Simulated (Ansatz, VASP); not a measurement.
**BAs: VASP and Ansatz over several settings**

```
As B
1.0
     0.00000    2.41993    2.41993
     2.41993    0.00000    2.41993
     2.41993    2.41993    0.00000
As B
1 1
Direct
  0.75000 0.75000 0.75000
  0.00000 0.00000 0.00000
```

Single points on this cell with VASP 6.6.1 and Ansatz 0.2.0. Each row is one pair of runs. Alike in all rows: smearing: fermi-dirac, width 0.05 eV.

```csv
level,spin,k mesh,"VASP's potentials, cutoff","Ansatz's potentials, cutoff","gap on the k mesh at the Fermi level (eV), VASP","gap on the k mesh at the Fermi level (eV), Ansatz","least direct gap on the mesh (eV), VASP","least direct gap on the mesh (eV), Ansatz","pressure (GPa), VASP","pressure (GPa), Ansatz"
B3LYP5,off,5 × 5 × 5,"VASP PAW PBE potentials, release 64 (As, B), 520 eV","Ansatz PAW, 420 eV",2.56,2.52,4.59,4.55,-0.9,-1.1
RPBE+D4,off,10 × 10 × 10,"VASP PAW PBE potentials, release 64 (As_d, B), 560 eV","Ansatz PAW, 420 eV",1.26,1.26,3.24,3.24,-9.3,-9.2
r2SCAN+rVV10,off,10 × 10 × 10,"VASP PAW PBE potentials, release 64 (As_d, B), 620 eV","Ansatz PAW, 500 eV",1.37,1.37,3.38,3.39,-5.3,-5.4
PBE,"non-collinear, zero start, SOC",10 × 10 × 10,"VASP PAW PBE potentials, release 64 (As_d, B), 560 eV","Ansatz PAW, 420 eV",-,-,-,-,-2.6,-2.4
```

Gap on the k mesh at the fermi level (eV): the two programs differ by at most 0.037; least direct gap on the mesh (eV): the two programs differ by at most 0.035; pressure (GPa): the two programs differ by at most 0.2.

VASP's potentials hold 8 valence electrons a cell and Ansatz's 18 in some rows, so a difference there can come from the potentials and not from the codes.

The k mesh is coarse in some rows, so the values compare programs but aren't converged. Noted on Ansatz's runs: odd divisions of the mesh miss points on the zone boundary, where band edges often lie, so the gap on the mesh can be too wide.
